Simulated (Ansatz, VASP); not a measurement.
## One calculation of CdS, two programs

```
CELL_PARAMETERS angstrom
4.12453 0.00000 0.00000
-2.06227 3.57195 0.00000
0.00000 0.00000 6.70921
ATOMIC_POSITIONS crystal
Cd 0.33333 0.66667 0.94467
Cd 0.66667 0.33333 0.44467
S 0.33333 0.66667 0.43233
S 0.66667 0.33333 0.93233
```

Change from the starting cell: polar distortion scaled by 0.10.

Alike in both runs: task single point; functional r2SCAN; k mesh 9 × 9 × 4; no spin polarisation.

```csv
,VASP,Ansatz
version,VASP 6.6.1,Ansatz 0.2.0
potentials or method,"VASP PAW PBE potentials, release 64 (Cd, S), cutoff 520 eV","scalar-relativistic, plane waves, PAW"
occupations,"gaussian, width 0.01 eV",fixed
valence electrons in the cell,36,52
```

|  | VASP | Ansatz | Ansatz less VASP |
| --- | --- | --- | --- |
| gap on the k mesh at the Fermi level (eV) | 1.94 | 1.93 | -0.007 |
| least direct gap on the mesh (eV) | 1.94 | 1.93 | -0.007 |
| pressure (GPa) | 6.3 | 5.9 | -0.41 |
| traceless stress, the component that is largest in VASP (GPa) | -8.41 | -8.09 | +0.319 |
| rms of the force components (eV/Å) | 0.110 | 0.107 | -0.0027 |

VASP's potentials were made for PBE, not for r2SCAN. Atom by atom the forces differ by 0.003 eV/Å (rms over components). VASP's potentials hold 36 valence electrons a cell and Ansatz's 52, so a difference there can come from the potentials and not from the codes.
